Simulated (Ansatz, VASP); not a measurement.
## One calculation of PbF2, two programs

```xyz
3
Lattice="0.0000 2.9458 2.9458 2.9458 0.0000 2.9458 2.9458 2.9458 0.0000" Properties=species:S:1:pos:R:3 pbc="T T T"
Pb    0.0000    0.0000    0.0000
F     1.4729    1.4729    1.4729
F     4.4187    4.4187    4.4187
```

Alike in both runs: task single point; functional HSE06; k mesh 6 × 6 × 6; no spin polarisation.

```csv
,VASP,Ansatz
version,VASP 6.6.1,Ansatz 0.2.0
potentials or method,"VASP PAW PBE potentials, release 64 (Pb_d, F)","plane waves, PAW"
plane-wave cutoff (eV),520,420
occupations,"gaussian, width 0.01 eV",fixed
valence electrons in the cell,28,28
```

VASP gave:

```
gap on the k mesh at the Fermi level (eV) : 5.74
pressure (GPa)                            : 2.3
```

Question: Which values does Ansatz return?

Answer: gap on the k mesh at the Fermi level (eV): 5.75; pressure (GPa): 2.4.

Ansatz's warnings: stress exchange threshold loose, stress scf threshold loose.

Neither program's run includes spin-orbit coupling.
